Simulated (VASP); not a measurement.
MgS: single point with PBE0

MgS:

```
S Mg
1.0
     0.00000    2.65268    2.65268
     2.65268    0.00000    2.65268
     2.65268    2.65268    0.00000
S Mg
1 1
Cartesian
  2.6527 2.6527 2.6527
  0.0000 0.0000 0.0000
```

```
Program             : VASP 6.6.1
Task                : single point
Functional          : PBE0
Potentials or basis : VASP PAW PBE potentials, release 64 (S, Mg)
Cutoff              : 520 eV
k mesh              : 4 × 4 × 4
Occupations         : fermi-dirac, width 0.05 eV
Spin                : no spin polarisation
```

The pressure is -4.6 GPa and the band gap on the k mesh is 4.37 eV (least direct gap 5.08 eV).

Levels at points of the mesh, in eV from the valence-band top:
```
           k point  band 2  band 3  band 4  band 5  band 6  band 7
(0.00, 0.00, 0.00)    0.00    0.00    0.00    5.08    9.90    9.90
(0.50, 0.00, 0.00)   -4.98   -0.58   -0.58    6.21    8.74    8.74
(0.50, 0.50, 0.00)   -4.30   -1.72   -1.72    4.37    6.26   13.71
```

Run time: 3.3 min on 1 thread of Intel Xeon 8259CL, on a shared host, peak memory 0.17 GiB.

Caveat: the k points lie up to 0.51 Å⁻¹ apart; the PAW data sets were made with another functional, which shifts forces and pressure a little. A k mesh can miss the band edges.
